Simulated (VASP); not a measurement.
Runs of VASP 6.6.1 on Cd. The structure is that of space group Fd-3m (No. 227), or close to it. The cells are those of the table. This isn't the form of Cd at room conditions, which is hcp.

```tsv
cell	gap on the mesh (eV)	pressure (GPa)
a = 4.599 Å, angles 60.0°, 2 atoms	none	(a)
a = 4.158 Å, angles 60.0°, 2 atoms	none	18.5
a = 3.624 Å, angles 60.0°, 2 atoms	none	119.7
a = 3.803 Å, angles 60.0°, 2 atoms	none	66.1
a = 4.462 Å, angles 60.0°, 2 atoms	none	4.7
a = 4.315 Å, angles 60.0°, 2 atoms	none	(b)
a = 3.988 Å, angles 60.0°, 2 atoms	none	34.7
```

Alike in all rows: task single point; level PBE; potentials or basis VASP PAW PBE potentials, release 64 (Cd); no spin polarisation; k mesh 12 × 12 × 12; cutoff (eV) 520; smearing fermi-dirac 0.08 eV.

Problem. Fill in the values left out.

Solution. (a) 1.8; (b) 9.7.

Caveats: the cell stands under pressure (at least some runs).

A k mesh can miss the band edges, and the runs leave out spin-orbit coupling on Cd.

A gap of «none» marks levels without a gap at the run's occupations.
